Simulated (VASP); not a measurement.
# ZrB (I4/mmm) in VASP: a series of runs

The runs below take ZrB through single point, with PBE.

Program: VASP 6.6.1. These are calculated values, not measurements. Logs are shortened: lines on timing, memory, paths and dates and some standing lists are left out, and cuts for length are marked.

## Step 1: The cell of the first run

Symmetry: I4/mmm, No. 139, tetragonal system. Conventional cell: a = 3.676 Å, b = 3.676 Å, c = 4.728 Å, α = 90.00°, β = 90.00°, γ = 90.00°. Zr (site symmetry 4/mmm) has 6 B at 2.36 to 2.60 Å within 3.1 Å. Within 3.1 Å of B (site symmetry 4/mmm) lie 6 Zr at 2.36 to 2.60 Å.

## Step 2: Single point, PBE (biaxial strain in the a-b plane: +6.0 %)

Input file INCAR:

```
SYSTEM = ZrB
  PREC = Accurate
  ENCUT = 520
  EDIFF = 1E-6
  ISMEAR = 0
  SIGMA = 0.1
  LREAL = .FALSE.
  LASPH = .TRUE.
  NELM = 80
  ALGO = Normal
  ISIF = 2
  LWAVE = .FALSE.
  LCHARG = .FALSE.
  GGA = PE
  NBANDS = 23
```

Input file KPOINTS:

```
Automatic mesh
0
G
  12 12 10
  0 0 0
```

Input file POSCAR:

```
ZrB
1.0
    2.5991735566      2.5991735566      0.0000000000
   -2.5991735566      2.5991735566      0.0000000000
    0.0000000000      0.0000000000      4.7275534123
Zr B
2 2
Direct
    0.0000000000      0.0000000000      0.0000000000
    0.5000000000      0.5000000000      0.5000000000
    0.5000000000      0.5000000000      0.0000000000
    0.0000000000      0.0000000000      0.5000000000
```

Potentials or basis: VASP PAW PBE potentials, release 64 (Zr_sv, B).

The run is started by

```sh
cat potpaw_PBE.64/Zr_sv/POTCAR potpaw_PBE.64/B/POTCAR > POTCAR
mpirun -np 1 vasp_std > vasp.out
```

OUTCAR:

```text
SYSTEM = ZrB
   PREC = Accurate
   ENCUT = 520
   EDIFF = 1E-6
   ISMEAR = 0
   LREAL = .FALSE.
   LASPH = .TRUE.
   NELM = 80
   ISIF = 2
   GGA = PE

 ion  position               nearest neighbor table
   1  0.000  0.000  0.000-   4 2.36   4 2.36   3 2.60   3 2.60   3 2.60   3 2.60   2 3.51   2 3.51
                             2 3.51   2 3.51   2 3.51   2 3.51   2 3.51   2 3.51
   2  0.500  0.500  0.500-   3 2.36   3 2.36   4 2.60   4 2.60   4 2.60   4 2.60   1 3.51   1 3.51
                             1 3.51   1 3.51   1 3.51   1 3.51   1 3.51   1 3.51
   3  0.500  0.500  0.000-   2 2.36   2 2.36   1 2.60   1 2.60   1 2.60   1 2.60
   4  0.000  0.000  0.500-   1 2.36   1 2.36   2 2.60   2 2.60   2 2.60   2 2.60

  LATTYP: Found a simple tetragonal cell.
 ALAT       =     3.6757864947
 C/A-ratio  =     1.2861338435

  Lattice vectors:

 A1 = (   2.5991735566,   2.5991735566,   0.0000000000)
 A2 = (  -2.5991735566,   2.5991735566,   0.0000000000)
 A3 = (   0.0000000000,   0.0000000000,   4.7275534123)

Analysis of symmetry for initial positions (statically):
=====================================================================
 Subroutine PRICEL returns following result:

  LATTYP: Found a body centered tetragonal cell.
 ALAT       =     3.6757864947
 C/A-ratio  =     1.2861338435

  Lattice vectors:

 A1 = (   0.0000000000,  -2.5991735566,  -2.3637767061)
 A2 = (   0.0000000000,   2.5991735566,  -2.3637767062)
 A3 = (   2.5991735566,   0.0000000000,   2.3637767061)

   2 primitive cells build up your supercell.

 Routine SETGRP: Setting up the symmetry group for a
 simple tetragonal supercell.

 Subroutine GETGRP returns: Found 16 space group operations
 (whereof 16 operations were pure point group operations)
 out of a pool of 16 trial point group operations.

The static configuration has the point symmetry D_4h.

Analysis of symmetry for dynamics (positions and initial velocities):
=====================================================================
 Subroutine PRICEL returns following result:

  LATTYP: Found a body centered tetragonal cell.
 ALAT       =     3.6757864947
 C/A-ratio  =     1.2861338435

  Lattice vectors:

 A1 = (   0.0000000000,  -2.5991735566,  -2.3637767061)
 A2 = (   0.0000000000,   2.5991735566,  -2.3637767062)
 A3 = (   2.5991735566,   0.0000000000,   2.3637767061)

   2 primitive cells build up your supercell.

 Routine SETGRP: Setting up the symmetry group for a
[... 99 lines left out ...]
   ICHARG =      2    charge: 1-file 2-atom 10-const
   ISPIN  =      1    spin polarized calculation?
   LNONCOLLINEAR =      F non collinear calculations
   LSORBIT =      F    spin-orbit coupling
   LASPH  =      T    aspherical Exc in radial PAW
   ENCUT  =  520.0 eV  38.22 Ry    6.18 a.u.   6.83  6.83  8.79*2*pi/ulx,y,z
   NELM   =     80;   NELMIN=  2; NELMDL= -5     # of ELM steps
   EDIFF  = 0.1E-05   stopping-criterion for ELM
   LREAL  =      F    real-space projection
   EDIFFG = 0.1E-04   stopping-criterion for IOM
   NSW    =      0    number of steps for IOM
   IBRION =     -1    ionic relax: 0-MD 1-quasi-New 2-CG
   NFREE  =      0    steps in history (QN), initial steepest desc. (CG)
   ISIF   =      2    stress and relaxation
   ISYM   =      2    0-nonsym 1-usesym 2-fastsym
   POTIM  = 0.5000    time-step for ionic-motion
   TEBEG  =    0.0;   TEEND  =   0.0 temperature during run
   PSTRESS=    0.0 pullay stress
   NELECT =      30.0000    total number of electrons
   NUPDOWN=      -1.0000    fix difference up-down
   EMIN   =  10.00;   EMAX   =-10.00  energy-range for DOS
   EFERMI =   0.00;   METHOD = LEGACY
   ISMEAR =     0;   SIGMA  =   0.10  broadening in eV -4-tet -1-fermi 0-gaus
   EFERMI_NEDOS =   21; number of points for ismear=-14 and -15
   IALGO  =     38    algorithm
   IMIX   =      4    mixing-type and parameters
     AMIX     =   0.40;   BMIX     =  1.00
     AMIX_MAG =   1.60;   BMIX_MAG =  1.00
  volume/ion in A,a.u.               =      15.97       107.76
  Fermi-wavevector in a.u.,A,eV,Ry     =   1.272535  2.404742 22.032515  1.619344
  Thomas-Fermi vector in A             =   2.405408
   LORBIT       =      0    0 simple, 1 ext, 2 COOP (PROOUT), +10 PAW based schemes
   GGA     = PE    functional components
   LHFCALC =     F    Hartree Fock is set to
   AEXX    =    0.0000 exact exchange contribution
   IVDW    =     0    specifies the selected vdW correction
   LEPSILON=     F    determine dielectric tensor
   LRPA    =     F    only Hartree local field effects (RPA)
 non-spin polarized calculation
 Gauss-broadening in eV      SIGMA  =   0.10
  energy-cutoff  :      520.00
  volume of cell :       63.88
 maximum number of plane-waves:      1760
 NGX is ok and might be reduce to    28
   NGX = 13   NGY = 13   NGZ = 17

 number of electron      30.0000002 magnetization

 Free energy of the ion-electron system (eV)
  ---------------------------------------------------
  ext. energy  EPLUGINS =         0.00000000
  ---------------------------------------------------
  free energy    TOTEN  =       -31.56232874 eV

  energy without entropy =      -31.54904483  energy(sigma->0) =      -31.55568679

 E-fermi :   6.7046     XC(G=0): -11.1007

 val. band max:        6.6971770508   @ k =   0.2500   0.0000   0.0000
 cond. band min:       6.7109338866   @ k =   0.0000   0.0000   0.3000
 fundamental gap:      0.0137568359
 Fermi energy:         6.7045926806

 k-point     1 :       0.0000    0.0000    0.0000
  band No.  band energies     occupation
      1     -41.1019      2.00000
      2     -41.0386      2.00000
      3     -19.3015      2.00000
      4     -19.1506      2.00000
      5     -19.1506      2.00000
      6     -18.9659      2.00000
[... 613 lines left out ...]
     22      12.1068      0.00000
     23      12.1586      0.00000

 [... further k-points ...]
[... 5 lines left out ...]
  --------------------------------------------------------------------------------------
  -------------------------------------------------------------------------------------
  Total       -6.4668186     -6.4668186      2.5197183      0.0000000      0.0000000     -0.0000000
  in kB     -162.2050100   -162.2050100     63.2012360      0.0000000      0.0000000     -0.0000000
  external PRESSURE =     -87.0695947 kB  Pullay stress =       0.0000000 kB

 VOLUME and BASIS-vectors are now :
 -----------------------------------------------------------------------------
  energy-cutoff  :      520.00
  volume of cell :       63.88
      direct lattice vectors                 reciprocal lattice vectors
     2.599173557  2.599173557  0.000000000     0.192368839  0.192368839  0.000000000
    -2.599173557  2.599173557  0.000000000    -0.192368839  0.192368839  0.000000000
     0.000000000  0.000000000  4.727553412     0.000000000  0.000000000  0.211525902

 POSITION                                       TOTAL-FORCE (eV/Angst)
 -----------------------------------------------------------------------------------
      0.00000      0.00000      0.00000         0.000000     -0.000000      0.000000
      0.00000      2.59917      2.36378         0.000000      0.000000     -0.000000
      0.00000      2.59917      0.00000        -0.000000      0.000000      0.000000
      0.00000      0.00000      2.36378        -0.000000      0.000000      0.000000
 -----------------------------------------------------------------------------------
    total drift:                               -0.000000      0.000000      0.000000

  FREE ENERGIE OF THE ION-ELECTRON SYSTEM (eV)
  ---------------------------------------------------
  free  energy   TOTEN  =       -31.5623287368 eV

  energy  without entropy=      -31.5490448337  energy(sigma->0) =      -31.55568679
```

stdout:

```text
POSCAR found type information on POSCAR ZrB
 POSCAR found :  2 types and       4 ions
 scaLAPACK will be used
 LDA part: xc-table for (Slater+PW92), standard interpolation
 POSCAR, INCAR and KPOINTS ok, starting setup
 FFT: planning ... GRIDC
 FFT: planning ... GRID_SOFT
 FFT: planning ... GRID
 WAVECAR not read
 entering main loop
```

Run time: 78 s. Hardware: 1 thread of Intel Xeon 6975P-C (Granite Rapids), shared host; peak memory 0.32 GiB.

What came out:

* Free energy: -31.5623 eV
* Pressure: -8.7 GPa
* Band gap on the k mesh: zero (band 15 reaches 8.71 eV, above the bottom of band 16 at 5.55 eV)

Caveat: the cell differs from its parent crystal (biaxial strain in the a-b plane: +6.0 %).

## Step 3: Single point, PBE (biaxial strain in the a-b plane: +6.0 %, then relaxed in part)

Input file INCAR:

```
SYSTEM = ZrB
ALGO = Normal
EDIFF = 1E-7
ENCUT = 520
GGA = PE
ISIF = 2
ISMEAR = 0
LASPH = .True.
LCHARG = .False.
LREAL = .False.
LWAVE = .False.
NBANDS = 23
NELM = 100
PREC = Accurate
SIGMA = 0.1
```

Input file KPOINTS:

```
k-points
0
Gamma
  12 12 10
  0 0 0
```

Changes to POSCAR since step 2:

```diff
@@ -4,3 +4,3 @@
    -2.5991735566      2.5991735566      0.0000000000
-    0.0000000000      0.0000000000      4.7275534123
+    0.0000000000      0.0000000000      4.8080965445
 Zr B
```

Potentials or basis: VASP PAW PBE potentials, release 64 (Zr_sv, B).

The run is started by

```sh
cat potpaw_PBE.64/Zr_sv/POTCAR potpaw_PBE.64/B/POTCAR > POTCAR
mpirun -np 1 vasp_std > vasp.out
```

Run time: 92 s. Hardware: 1 thread of Intel Xeon 6975P-C (Granite Rapids), shared host; peak memory 0.33 GiB.

The run converged. Its results:

| Property | Result |
| --- | --- |
| Free energy | -31.5843 eV |
| Pressure | -11.3 GPa |
| Band gap on the k mesh | zero (band 15 reaches 8.51 eV, above the bottom of band 16 at 5.47 eV) |

Stress tensor (GPa, compression positive):
```
-16.99   0.00   0.00
  0.00 -16.99   0.00
  0.00   0.00   0.12
```

Levels at points of the mesh, in eV from the Fermi level:
| k point | band 14 | band 15 | band 16 | band 17 | band 18 | band 19 |
| --- | --- | --- | --- | --- | --- | --- |
| (0.00, 0.00, 0.00) | 1.46 | 1.52 | 1.52 | 2.09 | 2.52 | 2.97 |
| (0.50, 0.00, 0.00) | -0.58 | -0.46 | -0.46 | 3.06 | 3.06 | 4.36 |
| (0.50, 0.50, 0.00) | -0.53 | 1.95 | 1.95 | 2.10 | 2.10 | 3.93 |
| (0.00, 0.00, 0.50) | 0.47 | 0.75 | 0.75 | 0.75 | 0.75 | 3.24 |
| (0.50, 0.00, 0.50) | -1.11 | -0.98 | -0.98 | 4.09 | 4.09 | 4.55 |
| (0.50, 0.50, 0.50) | -1.30 | -1.09 | -1.09 | 4.71 | 4.71 | 4.71 |

Caveat: the cell differs from its parent crystal (biaxial strain in the a-b plane: +6.0 %, then relaxed in part).
